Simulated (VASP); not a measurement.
Crystal: SnTe2.

```xyz
6
Lattice="6.9586 0.0000 0.0000 0.0000 6.9586 0.0000 0.0000 0.0000 4.4179" Properties=species:S:1:pos:R:3 pbc="T T T"
Sn    0.0000    0.0000    0.0000
Sn    3.4793    3.4793    2.2090
Te    2.1039    2.1039    0.0000
Te    1.3753    5.5832    2.2090
Te    5.5832    1.3753    2.2090
Te    4.8546    4.8546    0.0000
```

Base run:

- Program: VASP 6.6.1
- Functional: PBE
- Potentials or basis: VASP PAW PBE potentials, release 64 (Sn_d, Te)
- Cutoff: 520 eV
- k mesh: 4 × 4 × 4
- Occupations: gaussian, width 0.001 eV
- Spin: no spin polarisation

Its results: band gap on the k mesh zero (band 26 reaches 4.71 eV, above the bottom of band 27 at 4.60 eV); pressure 1.3 GPa; largest force 0.131 eV/Å.

**Question.** The run is repeated on the same cell with these changes: functional from PBE to PBEsol; occupations from gaussian, width 0.001 eV to fermi-dirac, width 0.02 eV. What comes out?

**Answer.** Band gap on the k mesh zero (band 26 reaches 4.58 eV, above the bottom of band 27 at 4.47 eV); pressure -0.8 GPa; largest force 0.121 eV/Å.

Caveats: spin-orbit coupling is left out, which moves the levels of the heavy elements; the PAW data sets were made with another functional, which shifts forces and pressure a little (some runs).
